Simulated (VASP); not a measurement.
# C (Pm-3m) in VASP: a series of runs, part 2 of 2

VASP 6.6.1.

## 4. Relaxation of cell and atoms, PBE

Contents of INCAR:

```
SYSTEM = C
PREC = Accurate
ENCUT = 600
EDIFF = 1E-7
ISMEAR = 0
SIGMA = 0.1
LREAL = .False.
LASPH = .True.
NELM = 80
ALGO = Normal
ISIF = 3
LWAVE = .False.
LCHARG = .False.
GGA = PE
IBRION = 2
NSW = 90
EDIFFG = -0.04
```

Contents of KPOINTS:

```
Automatic mesh
0
Gamma
  6 6 6
  0 0 0
```

Contents of POSCAR:

```
C
1.0
    2.6103571100      0.0000000000      0.0000000000
    0.0000000000      2.6103571100      0.0000000000
    0.0000000000      0.0000000000      2.6103571100
C
3
Direct
    0.5000000000      0.0000000000      0.0000000000
    0.0000000000      0.5000000000      0.0000000000
    0.0000000000      0.0000000000      0.5000000000
```

Potentials or basis: VASP PAW PBE potentials, release 64 (C).

Started as:

```
$ cat potpaw_PBE.64/C/POTCAR > POTCAR
$ mpirun -np 1 vasp_std > vasp.out
```

OUTCAR:

```text
SYSTEM = C
   PREC = Accurate
   ENCUT = 600
   EDIFF = 1E-7
   ISMEAR = 0
   LREAL = .False.
   LASPH = .True.
   NELM = 80
   ISIF = 3
   GGA = PE
   IBRION = 2
   NSW = 90
   EDIFFG = -0.04

 ion  position               nearest neighbor table
   1  0.500  0.000  0.000-   2 1.85   3 1.85   3 1.85   2 1.85   2 1.85   3 1.85   3 1.85   2 1.85

   2  0.000  0.500  0.000-   1 1.85   3 1.85   3 1.85   1 1.85   3 1.85   3 1.85   1 1.85   1 1.85

   3  0.000  0.000  0.500-   1 1.85   2 1.85   1 1.85   2 1.85   2 1.85   2 1.85   1 1.85   1 1.85

  LATTYP: Found a simple cubic cell.
 ALAT       =     2.6103571100

  Lattice vectors:

 A1 = (   2.6103571100,   0.0000000000,   0.0000000000)
 A2 = (   0.0000000000,   2.6103571100,   0.0000000000)
 A3 = (   0.0000000000,   0.0000000000,   2.6103571100)

Analysis of symmetry for initial positions (statically):
=====================================================================
 Subroutine PRICEL returns:
 Original cell was already a primitive cell.

 Routine SETGRP: Setting up the symmetry group for a
 simple cubic supercell.

 Subroutine GETGRP returns: Found 48 space group operations
 (whereof 48 operations were pure point group operations)
 out of a pool of 48 trial point group operations.

The static configuration has the point symmetry O_h .

Analysis of symmetry for dynamics (positions and initial velocities):
=====================================================================
 Subroutine PRICEL returns:
 Original cell was already a primitive cell.

 Routine SETGRP: Setting up the symmetry group for a
 simple cubic supercell.

 Subroutine GETGRP returns: Found 48 space group operations
 (whereof 48 operations were pure point group operations)
 out of a pool of 48 trial point group operations.

The dynamic configuration has the point symmetry O_h .

 Subroutine INISYM returns: Found 48 space group operations
 (whereof 48 operations are pure point group operations),
 and found     1 'primitive' translations

----------------------------------------------------------------------------------------

                                     Primitive cell

  volume of cell :      17.7869

  direct lattice vectors                    reciprocal lattice vectors
     2.610357110  0.000000000  0.000000000     0.383089347  0.000000000  0.000000000
     0.000000000  2.610357110  0.000000000     0.000000000  0.383089347  0.000000000
     0.000000000  0.000000000  2.610357110     0.000000000  0.000000000  0.383089347

  length of vectors
     2.610357110  2.610357110  2.610357110     0.383089347  0.383089347  0.383089347

  position of ions in fractional coordinates (direct lattice)
     0.500000000  0.000000000  0.000000000
     0.000000000  0.500000000  0.000000000
     0.000000000  0.000000000  0.500000000

  ion indices of the primitive-cell ions
   primitive index   ion index
                 1           1
                 2           2
                 3           3

----------------------------------------------------------------------------------------

 KPOINTS: Automatic mesh

Automatic generation of k-mesh.
 Grid dimensions read from file:
 generate k-points for:    6    6    6

 Generating k-lattice:

  Cartesian coordinates                     Fractional coordinates (reciprocal lattice)
     0.063848224  0.000000000  0.000000000     0.166666667  0.000000000  0.000000000
     0.000000000  0.063848224  0.000000000     0.000000000  0.166666667  0.000000000
     0.000000000  0.000000000  0.063848224     0.000000000  0.000000000  0.166666667

  Length of vectors
     0.063848224  0.063848224  0.063848224

  Shift w.r.t. Gamma in fractional coordinates (k-lattice)
     0.000000000  0.000000000  0.000000000

 Subroutine IBZKPT returns following result:
 ===========================================

 Found     20 irreducible k-points:

 Following reciprocal coordinates:
            Coordinates               Weight
  0.000000  0.000000  0.000000      1.000000
  0.166667  0.000000  0.000000      6.000000
  0.333333  0.000000  0.000000      6.000000
  0.500000  0.000000  0.000000      3.000000
  0.166667  0.166667  0.000000     12.000000
  0.333333  0.166667  0.000000     24.000000
[... 12 lines left out ...]
  0.500000  0.500000  0.333333      6.000000
  0.500000  0.500000  0.500000      1.000000
   k-points           NKPTS =     20   k-points in BZ     NKDIM =     20   number of bands    NBANDS=     10
   number of dos      NEDOS =    301   number of ions     NIONS =      3
   total plane-waves  NPLWV =  13824
   dimension x,y,z NGX =    24 NGY =   24 NGZ =   24
   dimension x,y,z NGXF=    48 NGYF=   48 NGZF=   48
   ions per type =               3
   NGX,Y,Z   is equivalent  to a cutoff of  15.28, 15.28, 15.28 a.u.
   NGXF,Y,Z  is equivalent  to a cutoff of  30.57, 30.57, 30.57 a.u.
 SYSTEM =  C
   PREC   = accura    normal or accurate (medium, high low for compatibility)
   ISTART =      0    job   : 0-new  1-cont  2-samecut
   ICHARG =      2    charge: 1-file 2-atom 10-const
   ISPIN  =      1    spin polarized calculation?
   LNONCOLLINEAR =      F non collinear calculations
   LSORBIT =      F    spin-orbit coupling
   LASPH  =      T    aspherical Exc in radial PAW
   ENCUT  =  600.0 eV  44.10 Ry    6.64 a.u.   5.21  5.21  5.21*2*pi/ulx,y,z
   NELM   =     80;   NELMIN=  2; NELMDL= -5     # of ELM steps
   EDIFF  = 0.1E-06   stopping-criterion for ELM
   LREAL  =      F    real-space projection
   EDIFFG = -.4E-01   stopping-criterion for IOM
   NSW    =     90    number of steps for IOM
   IBRION =      2    ionic relax: 0-MD 1-quasi-New 2-CG
   NFREE  =      1    steps in history (QN), initial steepest desc. (CG)
   ISIF   =      3    stress and relaxation
   ISYM   =      2    0-nonsym 1-usesym 2-fastsym
   POTIM  = 0.5000    time-step for ionic-motion
   TEBEG  =    0.0;   TEEND  =   0.0 temperature during run
   PSTRESS=    0.0 pullay stress
   NELECT =      12.0000    total number of electrons
   NUPDOWN=      -1.0000    fix difference up-down
   EMIN   =  10.00;   EMAX   =-10.00  energy-range for DOS
   EFERMI =   0.00;   METHOD = LEGACY
   ISMEAR =     0;   SIGMA  =   0.10  broadening in eV -4-tet -1-fermi 0-gaus
   EFERMI_NEDOS =   21; number of points for ismear=-14 and -15
   IALGO  =     38    algorithm
   IMIX   =      4    mixing-type and parameters
     AMIX     =   0.40;   BMIX     =  1.00
     AMIX_MAG =   1.60;   BMIX_MAG =  1.00
  volume/ion in A,a.u.               =       5.93        40.01
  Fermi-wavevector in a.u.,A,eV,Ry     =   1.435827  2.713319 28.049743  2.061598
  Thomas-Fermi vector in A             =   2.555082
   LORBIT       =      0    0 simple, 1 ext, 2 COOP (PROOUT), +10 PAW based schemes
   GGA     = PE    functional components
   LHFCALC =     F    Hartree Fock is set to
   AEXX    =    0.0000 exact exchange contribution
   IVDW    =     0    specifies the selected vdW correction
   LEPSILON=     F    determine dielectric tensor
   LRPA    =     F    only Hartree local field effects (RPA)
 conjugate gradient relaxation of ions
 non-spin polarized calculation
 Gauss-broadening in eV      SIGMA  =   0.10
  energy-cutoff  :      600.00
  volume of cell :       17.79
 maximum number of plane-waves:       624
 NGX is ok and might be reduce to    24
   NGX = 11   NGY = 11   NGZ = 11

--------------------------------------- Ionic step        1  -------------------------------------------

 number of electron      12.0000000 magnetization

 Free energy of the ion-electron system (eV)
  ---------------------------------------------------
  ext. energy  EPLUGINS =         0.00000000
  ---------------------------------------------------
  free energy    TOTEN  =       -16.73300625 eV

  energy without entropy =      -16.72449899  energy(sigma->0) =      -16.72875262

------------------------ aborting loop because EDIFF is reached ----------------------------------------

  FORCE on cell =-STRESS in cart. coord.  units (eV):
  Direction    XX          YY          ZZ          XY          YZ          ZX
  --------------------------------------------------------------------------------------
  -------------------------------------------------------------------------------------
  Total        0.8971257      0.8971257      0.8971257      0.0000000      0.0000000     -0.0000000
  in kB       80.8098170     80.8098170     80.8098170      0.0000000      0.0000000     -0.0000000
  external PRESSURE =      80.8098170 kB  Pullay stress =       0.0000000 kB
[... 59 lines left out ...]
  energy  without entropy=      -16.7584123508  energy(sigma->0) =      -16.76050096

--------------------------------------- Ionic step        3  -------------------------------------------

 number of electron      11.9999999 magnetization

 Free energy of the ion-electron system (eV)
  ---------------------------------------------------
  ext. energy  EPLUGINS =         0.00000000
  ---------------------------------------------------
  free energy    TOTEN  =       -16.76411649 eV

  energy without entropy =      -16.76059431  energy(sigma->0) =      -16.76235540

 E-fermi :  10.1183     XC(G=0): -13.1488

 val. band max:        9.9987062011   @ k =   0.5000   0.3333   0.1667
 cond. band min:      10.1847120079   @ k =   0.5000   0.3333   0.0000
 fundamental gap:      0.1860058067
 Fermi energy:        10.1183497443

 k-point     1 :       0.0000    0.0000    0.0000
  band No.  band energies     occupation
      1     -11.8815      2.00000
      2       2.6334      2.00000
      3       2.6334      2.00000
      4       2.6334      2.00000
      5       7.1451      2.00000
      6       7.1451      2.00000
      7      14.3974      0.00000
      8      14.3974      0.00000
      9      14.3974      0.00000
     10      16.0860      0.00000
[... 275 lines left out ...]
  FREE ENERGIE OF THE ION-ELECTRON SYSTEM (eV)
  ---------------------------------------------------
  free  energy   TOTEN  =       -16.7641164917 eV

  energy  without entropy=      -16.7605943093  energy(sigma->0) =      -16.76235540

 reached required accuracy - stopping structural energy minimisation
```

OSZICAR:

```text
N       E                     dE             d eps       ncg     rms          rms(c)
DAV:   1     0.165999416236E+02    0.16600E+02   -0.73209E+03   400   0.129E+03
DAV:   2    -0.154987988272E+02   -0.32099E+02   -0.30832E+02   510   0.171E+02
DAV:   3    -0.167432139842E+02   -0.12444E+01   -0.12076E+01   586   0.288E+01
[... 20 lines left out ...]
DAV:   2    -0.167643470159E+02    0.54111E-03   -0.51552E-04   476   0.222E-01    0.105E-01
DAV:   3    -0.167641183708E+02    0.22865E-03   -0.44736E-04   436   0.166E-01    0.953E-03
DAV:   4    -0.167641175111E+02    0.85961E-06   -0.22998E-06   538   0.158E-02    0.766E-03
DAV:   5    -0.167641165566E+02    0.95454E-06   -0.46331E-07   460   0.638E-03    0.126E-03
DAV:   6    -0.167641164917E+02    0.64869E-07   -0.27706E-08   232   0.187E-03
   3 F= -.16764116E+02 E0= -.16762355E+02  d E =-.311102E-01
```

CONTCAR:

```text
C
   1.00000000000000
     2.6569485434241913   -0.0000000000000000   -0.0000000000000000
     0.0000000000000000    2.6569485434241913   -0.0000000000000000
     0.0000000000000000    0.0000000000000000    2.6569485434241913
  C
     3
Direct
     0.5000000000000000    0.0000000000000000    0.0000000000000000
     0.0000000000000000    0.5000000000000000    0.0000000000000000
     0.0000000000000000    0.0000000000000000    0.5000000000000000

  0.00000000E+00  0.00000000E+00  0.00000000E+00
  0.00000000E+00  0.00000000E+00  0.00000000E+00
  0.00000000E+00  0.00000000E+00  0.00000000E+00
```

It took 6.4 s on 1 thread of Intel Xeon Platinum 8488C (Sapphire Rapids), shared host; peak memory 0.13 GiB.

Results:

| Quantity | Value |
| --- | --- |
| Free energy | -16.7641 eV |
| Relaxed volume | 6.25 Å³/atom |
| Relaxed cell | a = 2.657 Å, b = 2.657 Å, c = 2.657 Å, α = 90.00°, β = 90.00°, γ = 90.00° |
| Space group after relaxing (to 0.05 Å) | Pm-3m (No. 221) |
| Energy gained by relaxing | 10.4 meV/atom |
| Ionic steps | 3 |
| Pressure after relaxing | 0.0 GPa |
| Band gap on the k mesh | zero (band 6 reaches 11.18 eV, above the bottom of band 7 at 1.46 eV) |

Step by step:
| step | energy change (eV) | largest force (eV/Å) | pressure (GPa) | volume (Å³) |
| --- | --- | --- | --- | --- |
| 1 | 0.0000 | 0.0000 | 8.08 | 17.79 |
| 2 | -0.0296 | 0.0000 | 2.55 | 18.57 |
| 3 | -0.0311 | 0.0000 | 0.05 | 18.76 |

Final structure:
```cif
data_structure
_symmetry_space_group_name_H-M 'P 1'
_symmetry_Int_Tables_number 1
_cell_length_a 2.6569
_cell_length_b 2.6569
_cell_length_c 2.6569
_cell_angle_alpha 90.000
_cell_angle_beta 90.000
_cell_angle_gamma 90.000
_cell_volume 18.76
loop_
_atom_site_label
_atom_site_type_symbol
_atom_site_fract_x
_atom_site_fract_y
_atom_site_fract_z
_atom_site_occupancy
C1 C 0.50000 0.00000 0.00000 1
C2 C 0.00000 0.50000 0.00000 1
C3 C 0.00000 0.00000 0.50000 1
```

Caveat: the k points lie up to 0.39 Å⁻¹ apart in the final cell.

## 5. Single point, PBE, collinear spin, ferromagnetic start

Contents of INCAR:

```
SYSTEM = C
PREC = Accurate
ENCUT = 520
EDIFF = 1E-6
ISMEAR = 0
SIGMA = 0.1
LREAL = .FALSE.
LASPH = .TRUE.
NELM = 150
ALGO = Normal
ISIF = 2
LWAVE = .FALSE.
LCHARG = .FALSE.
ISPIN = 2
MAGMOM = 1 1 1
LORBIT = 11
GGA = PE
NBANDS = 17
```

Contents of KPOINTS:

```
Automatic mesh
0
G
  6 6 6
  0 0 0
```

POSCAR is that of step 4.

Potentials or basis: VASP PAW PBE potentials, release 64 (C).

Started as:

```
$ cat potpaw_PBE.64/C/POTCAR > POTCAR
$ mpirun -np 1 vasp_std > vasp.out
```

OUTCAR:

```text
SYSTEM = C
   PREC = Accurate
   ENCUT = 520
   EDIFF = 1E-6
   ISMEAR = 0
   LREAL = .FALSE.
   LASPH = .TRUE.
   NELM = 150
   ISIF = 2
   ISPIN = 2
   LORBIT = 11
   GGA = PE

 ion  position               nearest neighbor table
   1  0.500  0.000  0.000-   2 1.85   3 1.85   3 1.85   2 1.85   2 1.85   3 1.85   3 1.85   2 1.85

   2  0.000  0.500  0.000-   1 1.85   3 1.85   3 1.85   1 1.85   3 1.85   3 1.85   1 1.85   1 1.85

   3  0.000  0.000  0.500-   1 1.85   2 1.85   1 1.85   2 1.85   2 1.85   2 1.85   1 1.85   1 1.85

  LATTYP: Found a simple cubic cell.
 ALAT       =     2.6103571100

  Lattice vectors:

 A1 = (   2.6103571100,   0.0000000000,   0.0000000000)
 A2 = (   0.0000000000,   2.6103571100,   0.0000000000)
 A3 = (   0.0000000000,   0.0000000000,   2.6103571100)

Analysis of symmetry for initial positions (statically):
=====================================================================
 Subroutine PRICEL returns:
 Original cell was already a primitive cell.
[... 994 lines left out ...]
     17      46.8882      0.00000

------------------------ aborting loop because EDIFF is reached ----------------------------------------

  FORCE on cell =-STRESS in cart. coord.  units (eV):
  Direction    XX          YY          ZZ          XY          YZ          ZX
  --------------------------------------------------------------------------------------
  -------------------------------------------------------------------------------------
  Total        0.9324791      0.9324791      0.9324791      0.0000000      0.0000000     -0.0000000
  in kB       83.9943213     83.9943213     83.9943213      0.0000000      0.0000000     -0.0000000
  external PRESSURE =      83.9943213 kB  Pullay stress =       0.0000000 kB

 VOLUME and BASIS-vectors are now :
 -----------------------------------------------------------------------------
  energy-cutoff  :      520.00
  volume of cell :       17.79
      direct lattice vectors                 reciprocal lattice vectors
     2.610357110  0.000000000  0.000000000     0.383089347  0.000000000  0.000000000
     0.000000000  2.610357110  0.000000000     0.000000000  0.383089347  0.000000000
     0.000000000  0.000000000  2.610357110     0.000000000  0.000000000  0.383089347

 POSITION                                       TOTAL-FORCE (eV/Angst)
 -----------------------------------------------------------------------------------
      1.30518      0.00000      0.00000         0.000000      0.000000      0.000000
      0.00000      1.30518      0.00000         0.000000      0.000000      0.000000
      0.00000      0.00000      1.30518         0.000000      0.000000      0.000000
 -----------------------------------------------------------------------------------
    total drift:                                0.000000      0.000000     -0.000000

  FREE ENERGIE OF THE ION-ELECTRON SYSTEM (eV)
  ---------------------------------------------------
  free  energy   TOTEN  =       -16.7308306626 eV

  energy  without entropy=      -16.7223282648  energy(sigma->0) =      -16.72657946

 total charge

# of ion       s       p       d       tot
------------------------------------------
    1        0.890   1.353   0.000   2.243
    2        0.890   1.353   0.000   2.243
    3        0.890   1.353   0.000   2.243
--------------------------------------------------
tot          2.669   4.060   0.000   6.729

 magnetization (x)

# of ion       s       p       d       tot
------------------------------------------
    1       -0.000  -0.000   0.000  -0.000
    2       -0.000  -0.000   0.000  -0.000
    3       -0.000  -0.000   0.000  -0.000
--------------------------------------------------
tot         -0.000  -0.000   0.000  -0.000
```

stdout:

```text
POSCAR found type information on POSCAR C
 POSCAR found :  1 types and       3 ions
 scaLAPACK will be used
 LDA part: xc-table for (Slater+PW92), standard interpolation
 POSCAR, INCAR and KPOINTS ok, starting setup
 FFT: planning ... GRIDC
 FFT: planning ... GRID_SOFT
 FFT: planning ... GRID
 WAVECAR not read
 entering main loop
```

Run time: 8.8 s. Hardware: 1 thread of Intel Xeon Platinum 8488C (Sapphire Rapids), shared host; peak memory 0.12 GiB.

What came out:

| Property | Result |
| --- | --- |
| Free energy | -16.7308 eV |
| Pressure | 8.4 GPa |
| Band gap on the k mesh | zero (filled and empty bands overlap) |
| Net moment | 0.00 μB per cell |
| Valence electrons inside the program's atomic spheres | C 2.24 |

Caveat: the k points lie up to 0.40 Å⁻¹ apart.

## 6. The runs side by side

| task | spin | cell | cutoff (eV) | gap on the mesh (eV) | pressure (GPa) |
| --- | --- | --- | --- | --- | --- |
| single point | off | a = 2.610 Å, 3 atoms | 520 | none | 8.4 |
| single point | off | a = 2.658 Å, 3 atoms | 520 | none | -0.1 |
| relaxation of cell and atoms | off | relaxed from a = 2.610 Å, 3 atoms | 600 | none | 0.0 |
| single point | collinear, ferromagnetic start | a = 2.610 Å, 3 atoms | 520 | none | 8.4 |

Alike in all rows: level PBE; potentials or basis VASP PAW PBE potentials, release 64 (C); k mesh 6 × 6 × 6; smearing gaussian 0.1 eV.

Caveats: all runs use coarse meshes.

Total energies depend on the potentials used, so only differences within one code and one set of settings carry meaning.
